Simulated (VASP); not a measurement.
# BeZn2Te3 (Cmc2_1) in VASP: single point with PBE

Aim: the single point of BeZn2Te3 with PBE.

All numbers are computed with VASP 6.6.1; they aren't measurements. Logs are shortened: lines on timing, memory, paths and dates and some standing lists are left out, and cuts for length are marked.

### 1 The cell of the first run

It takes space group Cmc2_1 (No. 36, orthorhombic). The conventional cell has a = 13.111 Å, b = 7.573 Å, c = 7.182 Å, α = 90.00°, β = 90.00°, γ = 90.00°. Be (site symmetry m) has 4 Te at 2.53 to 2.58 Å within 3.3 Å. Zn (site symmetry 1) has 4 Te at 2.75 to 2.76 Å within 3.6 Å. Te (site symmetry m) has 2 Be at 2.54 to 2.58 Å and 2 Zn at 2.76 Å within 3.3 Å. Te (site symmetry 1) has 1 Be at 2.53 Å and 3 Zn at 2.75 to 2.76 Å within 3.3 Å.

### 2 Single point, PBE (29.71 Å³/atom)

INCAR reads:

```
ALGO = Normal
EDIFF = 1E-7
ENCUT = 520
GGA = PE
ISIF = 2
ISMEAR = 0
LASPH = True
LCHARG = False
LREAL = False
LWAVE = False
NBANDS = 56
NELM = 60
PREC = Accurate
SIGMA = 0.02
```

KPOINTS reads:

```
k-points
0
Gamma
  4 4 4
```

POSCAR reads:

```
BeZn2Te3
1.0
    6.5552796300     -3.7866343746      0.0000000000
    6.5552796300      3.7866343746      0.0000000000
    0.0000000000      0.0000000000      7.1821275463
Be Zn Te
2 4 6
Direct
    0.8400187974      0.1599812026      0.0028341438
    0.1599812026      0.8400187974      0.5028341438
    0.1674836321      0.5058071366      0.9986259485
    0.4941928634      0.8325163679      0.9986259485
    0.5058071366      0.1674836321      0.4986259485
    0.8325163679      0.4941928634      0.4986259485
    0.1473891469      0.8526108531      0.1434771551
    0.5203508238      0.1657593224      0.1157184020
    0.8342406776      0.4796491762      0.1157184020
    0.8526108531      0.1473891469      0.6434771551
    0.1657593224      0.5203508238      0.6157184020
    0.4796491762      0.8342406776      0.6157184020
```

Potentials or basis: VASP PAW PBE potentials, release 64 (Be, Zn, Te).

Command:

```bash
> cat potpaw_PBE.64/Be/POTCAR potpaw_PBE.64/Zn/POTCAR potpaw_PBE.64/Te/POTCAR > POTCAR
> mpirun -np 1 vasp_std > vasp.out
```

OUTCAR:

```text
EDIFF = 1E-7
   ENCUT = 520
   GGA = PE
   ISIF = 2
   ISMEAR = 0
   LASPH = True
   LREAL = False
   NELM = 60
   PREC = Accurate

 ion  position               nearest neighbor table
   1  0.840  0.160  0.003-   8 2.53   9 2.53   7 2.54  10 2.58
   2  0.160  0.840  0.503-  11 2.53  12 2.53  10 2.54   7 2.58
   3  0.167  0.506  0.999-  11 2.75   8 2.76   7 2.76   9 2.76
   4  0.494  0.833  0.999-  12 2.75   9 2.76   7 2.76   8 2.76
   5  0.506  0.167  0.499-   8 2.75  11 2.76  10 2.76  12 2.76
   6  0.833  0.494  0.499-   9 2.75  12 2.76  10 2.76  11 2.76
   7  0.147  0.853  0.143-   1 2.54   2 2.58   3 2.76   4 2.76
   8  0.520  0.166  0.116-   1 2.53   5 2.75   3 2.76   4 2.76
   9  0.834  0.480  0.116-   1 2.53   6 2.75   4 2.76   3 2.76
  10  0.853  0.147  0.643-   2 2.54   1 2.58   5 2.76   6 2.76
  11  0.166  0.520  0.616-   2 2.53   3 2.75   5 2.76   6 2.76
  12  0.480  0.834  0.616-   2 2.53   4 2.75   6 2.76   5 2.76

  LATTYP: Found a base centered orthorhombic cell.
 ALAT       =     7.5732687492
 B/A-ratio  =     1.7311625527
 C/A-ratio  =     0.9483523937

  Lattice vectors:

 A1 = (  -6.5552796300,  -3.7866343746,   0.0000000000)
 A2 = (   6.5552796300,  -3.7866343746,   0.0000000000)
 A3 = (   0.0000000000,   0.0000000000,   7.1821275463)

Analysis of symmetry for initial positions (statically):
=====================================================================
 Subroutine PRICEL returns:
 Original cell was already a primitive cell.

 Routine SETGRP: Setting up the symmetry group for a
 base centered orthorhombic supercell.

 Subroutine GETGRP returns: Found  4 space group operations
 (whereof  2 operations were pure point group operations)
 out of a pool of  8 trial point group operations.

The static configuration has the point symmetry C_1h.
 The point group associated with its full space group is C_2v.

Analysis of symmetry for dynamics (positions and initial velocities):
=====================================================================
 Subroutine PRICEL returns:
 Original cell was already a primitive cell.

 Routine SETGRP: Setting up the symmetry group for a
 base centered orthorhombic supercell.

 Subroutine GETGRP returns: Found  4 space group operations
 (whereof  2 operations were pure point group operations)
 out of a pool of  8 trial point group operations.

The dynamic configuration has the point symmetry C_1h.
 The point group associated with its full space group is C_2v.

 Subroutine INISYM returns: Found  4 space group operations
 (whereof  2 operations are pure point group operations),
 and found     1 'primitive' translations

----------------------------------------------------------------------------------------

                                     Primitive cell

  volume of cell :     356.5560

  direct lattice vectors                    reciprocal lattice vectors
     6.555279630 -3.786634375  0.000000000     0.076274397 -0.132043380  0.000000000
     6.555279630  3.786634375  0.000000000     0.076274397  0.132043380  0.000000000
     0.000000000  0.000000000  7.182127546     0.000000000  0.000000000  0.139234509

  length of vectors
     7.570356063  7.570356063  7.182127546     0.152490123  0.152490123  0.139234509

  position of ions in fractional coordinates (direct lattice)
     0.840018797  0.159981203  0.002834144
     0.159981203  0.840018797  0.502834144
     0.167483632  0.505807137  0.998625948
     0.494192863  0.832516368  0.998625948
     0.505807137  0.167483632  0.498625948
     0.832516368  0.494192863  0.498625948
     0.147389147  0.852610853  0.143477155
     0.520350824  0.165759322  0.115718402
     0.834240678  0.479649176  0.115718402
     0.852610853  0.147389147  0.643477155
     0.165759322  0.520350824  0.615718402
     0.479649176  0.834240678  0.615718402

  ion indices of the primitive-cell ions
   primitive index   ion index
                 1           1
                 2           2
                 3           3
                 4           4
                 5           5
                 6           6
                 7           7
                 8           8
                 9           9
                10          10
                11          11
                12          12

----------------------------------------------------------------------------------------

 KPOINTS: k-points

Automatic generation of k-mesh.
 Grid dimensions read from file:
 generate k-points for:    4    4    4

 Generating k-lattice:

  Cartesian coordinates                     Fractional coordinates (reciprocal lattice)
     0.019068599 -0.033010845  0.000000000     0.250000000  0.000000000  0.000000000
     0.019068599  0.033010845  0.000000000     0.000000000  0.250000000  0.000000000
     0.000000000  0.000000000  0.034808627     0.000000000  0.000000000  0.250000000

  Length of vectors
     0.038122531  0.038122531  0.034808627

  Shift w.r.t. Gamma in fractional coordinates (k-lattice)
     0.000000000  0.000000000  0.000000000

 Subroutine IBZKPT returns following result:
 ===========================================

 Found     21 irreducible k-points:

 Following reciprocal coordinates:
            Coordinates               Weight
  0.000000  0.000000  0.000000      1.000000
  0.250000  0.000000  0.000000      4.000000
  0.500000  0.000000  0.000000      2.000000
  0.250000  0.250000  0.000000      2.000000
  0.500000  0.250000  0.000000      4.000000
 -0.250000  0.250000  0.000000      2.000000
[... 13 lines left out ...]
 -0.250000  0.250000  0.500000      2.000000
  0.500000  0.500000  0.500000      1.000000
   k-points           NKPTS =     21   k-points in BZ     NKDIM =     21   number of bands    NBANDS=     56
   number of dos      NEDOS =    301   number of ions     NIONS =     12
   total plane-waves  NPLWV = 169344
   dimension x,y,z NGX =    56 NGY =   56 NGZ =   54
   dimension x,y,z NGXF=   112 NGYF=  112 NGZF=  108
   ions per type =               2   4   6
   NGX,Y,Z   is equivalent  to a cutoff of  12.30, 12.30, 12.50 a.u.
   NGXF,Y,Z  is equivalent  to a cutoff of  24.60, 24.60, 25.00 a.u.
 SYSTEM =  unknown system
   PREC   = accura    normal or accurate (medium, high low for compatibility)
   ISTART =      0    job   : 0-new  1-cont  2-samecut
   ICHARG =      2    charge: 1-file 2-atom 10-const
   ISPIN  =      1    spin polarized calculation?
   LNONCOLLINEAR =      F non collinear calculations
   LSORBIT =      F    spin-orbit coupling
   LASPH  =      T    aspherical Exc in radial PAW
   ENCUT  =  520.0 eV  38.22 Ry    6.18 a.u.  14.08 14.08 13.35*2*pi/ulx,y,z
   NELM   =     60;   NELMIN=  2; NELMDL= -5     # of ELM steps
   EDIFF  = 0.1E-06   stopping-criterion for ELM
   LREAL  =      F    real-space projection
   EDIFFG = 0.1E-05   stopping-criterion for IOM
   NSW    =      0    number of steps for IOM
   IBRION =     -1    ionic relax: 0-MD 1-quasi-New 2-CG
   NFREE  =      0    steps in history (QN), initial steepest desc. (CG)
   ISIF   =      2    stress and relaxation
   ISYM   =      2    0-nonsym 1-usesym 2-fastsym
   POTIM  = 0.5000    time-step for ionic-motion
   TEBEG  =    0.0;   TEEND  =   0.0 temperature during run
   PSTRESS=    0.0 pullay stress
   NELECT =      88.0000    total number of electrons
   NUPDOWN=      -1.0000    fix difference up-down
   EMIN   =  10.00;   EMAX   =-10.00  energy-range for DOS
   EFERMI =   0.00;   METHOD = LEGACY
   ISMEAR =     0;   SIGMA  =   0.02  broadening in eV -4-tet -1-fermi 0-gaus
   EFERMI_NEDOS =   21; number of points for ismear=-14 and -15
   IALGO  =     38    algorithm
   IMIX   =      4    mixing-type and parameters
     AMIX     =   0.40;   BMIX     =  1.00
     AMIX_MAG =   1.60;   BMIX_MAG =  1.00
  volume/ion in A,a.u.               =      29.71       200.51
  Fermi-wavevector in a.u.,A,eV,Ry     =   1.026896  1.940552 14.347555  1.054516
  Thomas-Fermi vector in A             =   2.160813
   LORBIT       =      0    0 simple, 1 ext, 2 COOP (PROOUT), +10 PAW based schemes
   GGA     = PE    functional components
   LHFCALC =     F    Hartree Fock is set to
   AEXX    =    0.0000 exact exchange contribution
   IVDW    =     0    specifies the selected vdW correction
   LEPSILON=     F    determine dielectric tensor
   LRPA    =     F    only Hartree local field effects (RPA)
 non-spin polarized calculation
 Gauss-broadening in eV      SIGMA  =   0.02
  energy-cutoff  :      520.00
  volume of cell :      356.56
 maximum number of plane-waves:      9645
   NGX = 29   NGY = 29   NGZ = 27

 number of electron      88.0000001 magnetization

 Free energy of the ion-electron system (eV)
  ---------------------------------------------------
  ext. energy  EPLUGINS =         0.00000000
  ---------------------------------------------------
  free energy    TOTEN  =       -35.47852267 eV

  energy without entropy =      -35.47852267  energy(sigma->0) =      -35.47852267

 E-fermi :   2.7361     XC(G=0):  -8.4820

 val. band max:        2.6299825590   @ k =   0.0000   0.0000   0.0000
 cond. band min:       3.9811484212   @ k =   0.0000   0.0000   0.0000
 fundamental gap:      1.3511658622
 Fermi energy:         2.7360655331

 k-point     1 :       0.0000    0.0000    0.0000
  band No.  band energies     occupation
      1      -8.6297      2.00000
      2      -7.8599      2.00000
      3      -7.6235      2.00000
      4      -7.6232      2.00000
      5      -7.6212      2.00000
      6      -7.6164      2.00000
[... 1228 lines left out ...]
     55       7.1564      0.00000
     56       7.1564      0.00000

------------------------ aborting loop because EDIFF is reached ----------------------------------------

  FORCE on cell =-STRESS in cart. coord.  units (eV):
  Direction    XX          YY          ZZ          XY          YZ          ZX
  --------------------------------------------------------------------------------------
  -------------------------------------------------------------------------------------
  Total       -7.9555604     -7.9553787     -7.9502079      0.0000000      0.0000000      0.0000000
  in kB      -35.7481567    -35.7473404    -35.7241058      0.0000000      0.0000000      0.0000000
  external PRESSURE =     -35.7398676 kB  Pullay stress =       0.0000000 kB

 VOLUME and BASIS-vectors are now :
 -----------------------------------------------------------------------------
  energy-cutoff  :      520.00
  volume of cell :      356.56
      direct lattice vectors                 reciprocal lattice vectors
     6.555279630 -3.786634375  0.000000000     0.076274397 -0.132043380  0.000000000
     6.555279630  3.786634375  0.000000000     0.076274397  0.132043380  0.000000000
     0.000000000  0.000000000  7.182127546     0.000000000  0.000000000  0.139234509

 POSITION                                       TOTAL-FORCE (eV/Angst)
 -----------------------------------------------------------------------------------
      6.55528     -2.57505      0.02036         0.000000     -0.000857     -0.001735
      6.55528      2.57505      3.61142         0.000000      0.000857     -0.001735
      4.41361      1.28111      7.17226         0.001461      0.000565     -0.000155
      8.69695      1.28111      7.17226        -0.001461      0.000565     -0.000155
      4.41361     -1.28111      3.58120         0.001461     -0.000565     -0.000155
      8.69695     -1.28111      3.58120        -0.001461     -0.000565     -0.000155
      6.55528      2.67042      1.03047         0.000000     -0.000225      0.001172
      4.49764     -1.34271      0.83110        -0.000592     -0.000027      0.000437
      8.61292     -1.34271      0.83110         0.000592     -0.000027      0.000437
      6.55528     -2.67042      4.62154         0.000000      0.000225      0.001172
      4.49764      1.34271      4.42217        -0.000592      0.000027      0.000437
      8.61292      1.34271      4.42217         0.000592      0.000027      0.000437
 -----------------------------------------------------------------------------------
    total drift:                               -0.000000     -0.000000      0.005032

  FREE ENERGIE OF THE ION-ELECTRON SYSTEM (eV)
  ---------------------------------------------------
  free  energy   TOTEN  =       -35.4785226689 eV

  energy  without entropy=      -35.4785226689  energy(sigma->0) =      -35.47852267
```

Run time: 12 min. Hardware: 1 thread of Oxide Virtual Turin-like, shared host; peak memory 0.59 GiB.

What came out:

| Quantity | Value |
| --- | --- |
| Free energy | -35.4785 eV |
| Pressure | -3.6 GPa |
| Band gap on the k mesh | 1.35 eV |

Levels at points of the mesh, in eV from the valence-band top:
| k point | band 40 | band 41 | band 42 | band 43 | band 44 | band 45 | band 46 | band 47 | band 48 | band 49 |
| --- | --- | --- | --- | --- | --- | --- | --- | --- | --- | --- |
| (0.00, 0.00, 0.00) | -0.81 | -0.79 | -0.09 | -0.01 | 0.00 | 1.35 | 1.61 | 3.15 | 3.17 | 4.02 |
| (0.50, 0.00, 0.00) | -0.90 | -0.85 | -0.77 | -0.74 | -0.68 | 2.07 | 2.52 | 2.97 | 3.08 | 3.68 |
| (0.50, 0.50, 0.00) | -1.08 | -0.79 | -0.78 | -0.72 | -0.63 | 2.02 | 2.48 | 2.98 | 3.31 | 3.56 |
| (0.00, 0.00, 0.50) | -0.98 | -0.45 | -0.45 | -0.44 | -0.44 | 2.03 | 2.03 | 2.77 | 2.77 | 3.13 |
| (0.50, 0.00, 0.50) | -1.41 | -1.22 | -1.22 | -1.15 | -1.15 | 2.05 | 2.05 | 3.07 | 3.07 | 3.45 |
| (0.50, 0.50, 0.50) | -1.41 | -1.25 | -1.25 | -1.13 | -1.13 | 2.16 | 2.16 | 2.97 | 2.97 | 3.50 |

Caveat: the cell stands under tension; spin-orbit coupling is left out, which moves the levels of the heavy elements. A k mesh can miss the band edges.
